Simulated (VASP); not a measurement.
Write the native input for VASP 6.6.1 that does the following.

- Task: single point
- Functional: PBE
- Potentials or basis: VASP PAW PBE potentials, release 64 (Co_sv)
- Cutoff: 600 eV
- k mesh: 18 × 18 × 17
- Occupations: fermi-dirac, width 0.1 eV
- Spin: collinear spin, ferromagnetic start
- Starting moments: [1.7] μB
- Dipole correction: no
- Further INCAR settings: ALGO = Normal; EDIFF = 1e-06; NBANDS = 18

The structure of Co lies in POSCAR:

```
Co
1.0
    2.4484686119      0.0000000000      0.0000000000
   -1.2242343060      2.1204360183      0.0000000000
    0.0000000000      0.0000000000      2.3153972186
Co
1
Direct
    0.0000000000      0.0000000000      0.0000000000
```

This isn't the form of Co at room conditions, which is hcp.

These files were run (other wordings do the same):

INCAR

```
PREC = Accurate
ENCUT = 600
EDIFF = 1E-6
ISMEAR = -1
SIGMA = 0.1
LREAL = False
LASPH = True
NELM = 200
ALGO = Normal
ISIF = 2
LWAVE = False
LCHARG = False
ISPIN = 2
MAGMOM = 1.7
LORBIT = 11
LMAXMIX = 4
GGA = PE
NBANDS = 18
GGA_COMPAT = False
```

KPOINTS

```
regular mesh
0
Gamma
  18 18 17
```

Potentials or basis: VASP PAW PBE potentials, release 64 (Co_sv).

Launch:

```bash
$ cat potpaw_PBE.64/Co_sv/POTCAR > POTCAR
$ mpirun -np 1 vasp_std > vasp.out
```

It gave:

| Property | Result |
| --- | --- |
| Pressure | -3.2 GPa |
| Net moment | 1.77 μB per cell |
| Site moments | Co +1.78 μB |
| Valence electrons inside the program's atomic spheres | Co 15.05 |

Caveat: the cell stands under tension.

Run time: 75 s on 1 thread of Intel(R) Xeon(R) 6975P-C (Granite Rapids), with other jobs on the host, peak memory 0.23 GiB.
